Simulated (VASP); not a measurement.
The system is GaP.

```
CELL_PARAMETERS angstrom
0.00000 2.72581 2.72581
2.72581 0.00000 2.72581
2.72581 2.72581 0.00000
ATOMIC_POSITIONS crystal
Ga 0.00000 0.00000 0.00000
P 0.50000 0.50000 0.50000
```

```yaml
Program: VASP 6.6.1
Task: relaxation of cell and atoms
Functional: PBEsol
Potentials_or_basis: VASP PAW PBE potentials, release 64 (Ga_d, P)
Cutoff: 600 eV
k_mesh: 6 × 6 × 6
Occupations: fermi-dirac, width 0.03 eV
Spin: no spin polarisation
```

At the start: pressure -12.5 GPa; volume 20.25 Å³/atom.

**Question.** Where does the relaxation end?

**Answer.** Over 15 steps the energy falls by 182.9 meV/atom and the volume is 16.49 Å³/atom (-18.6 %); space group Fm-3m (No. 225, to 0.05 Å).

The path:
| step | energy change (eV) | largest force (eV/Å) | pressure (GPa) | volume (Å³) |
| --- | --- | --- | --- | --- |
| 1 | 0.0000 | 0.0000 | -12.54 | 40.51 |
| 2 | -0.3544 | 0.0000 | 3.62 | 31.91 |
| 3 | -0.3657 | 0.0000 | 0.25 | 32.94 |
| 4 | -0.3656 | 0.0000 | -0.32 | 33.08 |
| 5 | -0.3656 | 0.0000 | -0.29 | 33.08 |
| 6 | -0.3656 | 0.0000 | -0.28 | 33.07 |
| 7 | -0.3656 | 0.0000 | -0.31 | 33.07 |
| 8 | -0.3656 | 0.0000 | -0.32 | 33.07 |
| 9 | -0.3656 | 0.0000 | -0.32 | 33.07 |
| 10 | -0.3656 | 0.0000 | -0.32 | 33.07 |
| 11 | -0.3657 | 0.0000 | -0.32 | 33.07 |
| 12 | -0.3657 | 0.0000 | -0.19 | 33.06 |
| 13 | -0.3657 | 0.0000 | -0.20 | 33.05 |
| 14 | -0.3657 | 0.0000 | -0.15 | 33.03 |
| 15 | -0.3657 | 0.0000 | -0.03 | 32.98 |

Final structure:
```
Ga P
1.0
     0.00000    2.54537    2.54537
     2.54537    0.00000    2.54537
     2.54537    2.54537    0.00000
Ga P
1 1
Direct
  0.00000 0.00000 0.00000
  0.50000 0.50000 0.50000
```

Caveat: the volume moved by over 15 % at a fixed basis, so the end points are rough; the PAW data sets were made with another functional, which shifts forces and pressure a little.
